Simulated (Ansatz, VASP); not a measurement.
## CsSnI3: VASP beside Ansatz

```
CELL_PARAMETERS angstrom
6.70216 0.00000 0.00000
0.00000 6.70216 0.00000
0.00000 0.00000 6.70216
ATOMIC_POSITIONS crystal
Cs 0.00000 0.00000 0.00000
Sn 0.50000 0.50000 0.50000
I 0.00000 0.50000 0.50000
I 0.50000 0.00000 0.50000
I 0.50000 0.50000 0.00000
```

Change from the starting cell: strain +0.080 along x and y, +0.080 along z, atoms carried along.

Alike in both runs: task single point; functional PBEsol; k mesh 6 × 6 × 6; occupations gaussian, width 0.03 eV; no spin polarisation.

|  | VASP | Ansatz |
| --- | --- | --- |
| version | VASP 6.6.1 | Ansatz 0.2.0 |
| potentials or method | VASP PAW PBE potentials, release 64 (Cs_sv, Sn_d, I), cutoff 520 eV | scalar-relativistic, plane waves, PAW |
| valence electrons in the cell | 44 | 74 |

|  | VASP | Ansatz | Ansatz less VASP |
| --- | --- | --- | --- |
| gap on the k mesh at the Fermi level (eV) | 1.05 | 1.06 | +0.005 |
| least direct gap on the mesh (eV) | 1.05 | 1.06 | +0.005 |
| pressure (GPa) | -2.6 | -2.6 | +0.02 |

VASP's potentials were made for PBE, not for PBEsol. The functional is the same, so the differences come from potentials, cutoffs and numerics. VASP's potentials hold 44 valence electrons a cell and Ansatz's 74, so a difference there can come from the potentials and not from the codes.

Neither program's run includes spin-orbit coupling.
